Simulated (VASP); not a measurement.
Wanted: the native input for a VASP 6.6.1 run.

* Task: relaxation of cell and atoms
* Functional: PBE
* Potentials or basis: VASP PAW PBE potentials, release 64 (Ga_d, O)
* Cutoff: 600 eV
* k mesh: 6 × 6 × 6
* Occupations: gaussian, width 0.1 eV
* Spin: no spin polarisation
* Dipole correction: no
* Further INCAR settings: ALGO = Normal; EDIFF = 1e-06; IBRION = 2; EDIFFG = -0.04; NSW = 90; ISIF = 3

The structure of Ga4O lies in POSCAR:

```
Ga4O
1.0
   -2.1533966700      2.1533966700      3.8947668500
    2.1533966700     -2.1533966700      3.8947668500
    2.1533966700      2.1533966700     -3.8947668500
Ga O
4 1
Direct
    0.7562872600      0.7562872600      0.0000000000
    0.4879780500      0.9879780500      0.5000000000
    0.9879780500      0.4879780500      0.5000000000
    0.2605076700      0.2605076700      0.0000000000
    0.0072489800      0.0072489800      0.0000000000
```

One way to write it, as run:

INCAR

```
SYSTEM = Ga4O
PREC = Accurate
ENCUT = 600
EDIFF = 1E-6
ISMEAR = 0
SIGMA = 0.1
LREAL = .FALSE.
LASPH = .TRUE.
NELM = 100
ALGO = Normal
ISIF = 3
LWAVE = .FALSE.
LCHARG = .FALSE.
GGA = PE
IBRION = 2
NSW = 90
EDIFFG = -0.04
```

KPOINTS

```
regular mesh
0
G
  6 6 6
  0 0 0
```

Potentials or basis: VASP PAW PBE potentials, release 64 (Ga_d, O).

Run with:

```sh
$ cat potpaw_PBE.64/Ga_d/POTCAR potpaw_PBE.64/O/POTCAR > POTCAR
$ mpirun -np 1 vasp_std > vasp.out
```

It gave:

```
Relaxed volume                        : 16.78 Å³/atom
Relaxed cell                          : a = 4.917 Å, b = 4.917 Å, c = 4.917 Å, α = 120.10°, β = 120.10°, γ = 89.82°
Space group after relaxing (to 0.1 Å) : I4/mmm (No. 139)
Energy gained by relaxing             : 288.1 meV/atom
Ionic steps                           : 22
Pressure after relaxing               : 0.1 GPa
Largest force after relaxing          : 0.019 eV/Å
Band gap on the k mesh                : zero (bands 29 and 30 overlap by 1.19 eV)
```

Caveat: the volume moved by over 15 % at a fixed basis, so the end points are rough.

Wall time 16 min on 1 thread of AMD EPYC 9R45 96-Core Processor (Zen 5), on a shared host, peak memory 0.26 GiB.
